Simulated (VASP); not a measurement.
A run of VASP 6.6.1 is set up as follows.

The input INCAR:

```
SYSTEM = SnGe2
  ALGO = Normal
  EDIFF = 1E-6
  ENCUT = 520
  GGA = PE
  ISIF = 2
  ISMEAR = 0
  LASPH = .True.
  LCHARG = .False.
  LREAL = .False.
  LWAVE = .False.
  NBANDS = 28
  NELM = 80
  PREC = Accurate
  SIGMA = 0.2
```

Contents of KPOINTS:

```
k-points
0
Gamma
  5 5 5
  0 0 0
```

POSCAR

```
SnGe2
1.0
    3.1365741994     -2.7606257565      0.0573964404
    3.1365741994      2.7606257565      0.0573964404
   -1.2282345866      0.0000000000      3.9007565956
Sn Ge
1 2
Direct
    0.0322657773      0.9677342227      0.0000000000
    0.6758231091      0.6112685864      0.3225641897
    0.3887314136      0.3241768909      0.6774358103
```

Potentials or basis: VASP PAW PBE potentials, release 64 (Sn_d, Ge_d).

The run is started by

```console
$ cat potpaw_PBE.64/Sn_d/POTCAR potpaw_PBE.64/Ge_d/POTCAR > POTCAR
$ mpirun -np 1 vasp_std > vasp.out
```

**Question.** Estimate the largest force.

**Answer.** 0.015 eV/Å.

**Question.** What does it give for the band gap on the k mesh?

**Answer.** Zero (band 21 reaches 8.05 eV, above the bottom of band 22 at 4.89 eV).

**Question.** Estimate the pressure.

**Answer.** -0.3 GPa.

Forces on the atoms (eV/Å):
```
Sn   0.000  0.000  0.000
Ge  -0.003  0.000  0.015
Ge   0.003  0.000 -0.015
```

Caveat: spin-orbit coupling is left out, which moves the levels of the heavy elements.
